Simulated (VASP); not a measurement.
A run of VASP 6.6.1:

INCAR

```
PREC = Accurate ; ENCUT = 520
EDIFF = 1E-6 ; ISMEAR = 0
SIGMA = 0.02 ; LREAL = Auto
LASPH = True ; NELM = 80
ALGO = Normal ; ISIF = 2
LWAVE = False ; LCHARG = True
GGA = PE ; LELF = True
LVHAR = True ; NBANDS = 86
NELECT = 130.0
```

Contents of KPOINTS:

```
Automatic mesh
0
Gamma
  2 2 2
  0.5 0.5 0.5
```

Contents of POSCAR:

```
B16P16H
1.0
   -4.5481928018      4.5481928018     -4.5481928018
   -4.5481928018     -4.5481928018      4.5481928018
    4.5481928018      4.5481928018      4.5481928018
B P H
16 16 1
Direct
    0.2446290315      0.2473851811      0.4953335529
   -0.0000003298      0.4948020231      0.4957895582
    0.0000016490      0.2475300738      0.7460877645
    0.7496357671      0.7475906691      0.4963823212
    0.7502467790      0.4977670470      0.7466531539
    0.7487990612      0.2475273255     -0.0045271828
    0.5000425662     -0.0026758980      0.4964841198
    0.5019378244      0.7494432731      0.7475090983
    0.4999607754      0.4972852072     -0.0035561377
    0.4980600205      0.2475066579      0.2455680858
    0.2503674645     -0.0020434490      0.7467481367
    0.2497585414      0.7475221804     -0.0035910967
    0.2512024115      0.4987288576      0.2466766579
    0.0000008795     -0.0037516000     -0.0047027470
    0.0000010993      0.7452268731      0.2453151281
    0.7554112479      0.0027967152      0.2507391506
    0.0000058265     -0.0068266675      0.2435819123
    0.7466362241      0.2478945043      0.2443316606
    0.7495639804     -0.0029177523      0.4969494695
    0.4997971940      0.4977751821      0.2464775679
    0.5011516880      0.2476208791      0.4968360178
    0.5002036191     -0.0020236609      0.7466801976
    0.2503718619      0.7472972559      0.2463623573
    0.2533577731      0.5012464509      0.4976942708
    0.2504398010      0.2475198500      0.7473850930
    0.2496462990     -0.0027472450     -0.0038974821
    0.0000028583      0.7492367075      0.4968518483
    0.0000015391      0.4980709039      0.7473292466
    0.0000029682      0.2476316526     -0.0022962967
    0.7503545141      0.7476073791      0.7464583513
    0.7496304903      0.4969278125     -0.0040096145
    0.4988605582      0.7464784691     -0.0043063258
   -0.0000535377      0.2432318831      0.4479990380
```

Potentials or basis: VASP PAW PBE potentials, release 64 (B, P, H).

Command:

```sh
$ cat potpaw_PBE.64/B/POTCAR potpaw_PBE.64/P/POTCAR potpaw_PBE.64/H/POTCAR > POTCAR
$ mpirun -np 1 vasp_std > vasp.out
```

Hardware: 1 thread of Intel Xeon 8259CL, on a shared host.

**Question.** How long does it take, and how much memory?

**Answer.** It took 13 min on 1 thread of Intel Xeon 8259CL (shared host), peak memory 0.51 GiB. Counts: scf iterations 14, k points 4.
